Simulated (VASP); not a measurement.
Here is a VASP 6.6.1 calculation.

Contents of INCAR:

```
  PREC = Accurate
  ENCUT = 520
  EDIFF = 1E-6
  ISMEAR = 0
  SIGMA = 0.1
  LREAL = F
  LASPH = T
  NELM = 100
  ALGO = Normal
  ISIF = 2
  LWAVE = F
  LCHARG = F
  GGA = PE
  NBANDS = 20
```

Contents of KPOINTS:

```
Automatic mesh
0
Gamma
  10 10 10
```

The input POSCAR:

```
Se
1.0
    5.1398066623      0.0000000000      0.0000000000
    0.0000000000      5.1398066623      0.0000000000
    0.0000000000      0.0000000000      5.1398066623
Se
4
Direct
    0.0000000000      0.0000000000      0.0000000000
    0.5000000000      0.0000000000      0.0000000000
    0.0000000000      0.5000000000      0.0000000000
    0.0000000000      0.0000000000      0.5000000000
```

Potentials or basis: VASP PAW PBE potentials, release 64 (Se).

Launch:

```console
$ cat potpaw_PBE.64/Se/POTCAR > POTCAR
$ mpirun -np 1 vasp_std > vasp.out
```

(1) Predict the pressure.

(2) Predict the band gap on the k mesh.

## Answers

(1) 0.0 GPa.

(2) zero (bands 12 and 13 overlap by 0.70 eV).
